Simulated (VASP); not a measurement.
Wanted: the native input for a VASP 6.6.1 run.

| Quantity | Value |
| --- | --- |
| Task | single point |
| Functional | PBEsol |
| Potentials or basis | VASP PAW PBE potentials, release 64 (Ba_sv, Ti_sv, O_h) |
| Cutoff | 910 eV |
| k mesh | 6 × 6 × 6 |
| Occupations | gaussian, width 0.01 eV |
| Spin | no spin polarisation |
| Dipole correction | no |
| Second run | hard_potentials |
| Further INCAR settings | ALGO = Normal; EDIFF = 1e-06; NBANDS = 28 |

The structure of BaTiO3 lies in POSCAR:

```
BaTiO3
1.0
    4.0042000000      0.0000000000      0.0000000000
    0.0113914799      4.0041837963      0.0000000000
    0.0113914799      0.0113591184      4.0041676844
Ba Ti O
1 1 3
Direct
    0.0000000000      0.0000000000      0.0000000000
    0.4845000000      0.4845000000      0.4845000000
    0.5086000000      0.5086000000      0.0175000000
    0.0175000000      0.5086000000      0.5086000000
    0.5086000000      0.0175000000      0.5086000000
```

One way to write it, as run:

INCAR

```
PREC = Accurate
ENCUT = 910
EDIFF = 1E-6
ISMEAR = 0
SIGMA = 0.01
LREAL = F
LASPH = T
NELM = 120
ALGO = Normal
ISIF = 2
LWAVE = F
LCHARG = F
GGA = PS
NBANDS = 28
GGA_COMPAT = F
```

KPOINTS

```
regular mesh
0
Gamma
  6 6 6
```

Potentials or basis: VASP PAW PBE potentials, release 64 (Ba_sv, Ti_sv, O_h).

The run is started by

```bash
$ cat potpaw_PBE.64/Ba_sv/POTCAR potpaw_PBE.64/Ti_sv/POTCAR potpaw_PBE.64/O_h/POTCAR > POTCAR
$ mpirun -np 1 vasp_std > vasp.out
```

Results of the run:

* Pressure: 0.2 GPa
* Largest force: 0.123 eV/Å
* Band gap on the k mesh: 2.34 eV, indirect (least direct gap 2.74 eV)

Caveat: the cutoff is under 1.25 times the usual one of these potentials, so pressure, stress and relaxed cells hold a basis-set (Pulay) error; the PAW data sets were made with another functional, which shifts forces and pressure a little; spin-orbit coupling is left out, which moves the levels of the heavy elements.

Wall time 90 s on 1 thread of Intel(R) Xeon(R) Platinum 8559C (Emerald Rapids), on a shared host, peak memory 0.31 GiB.
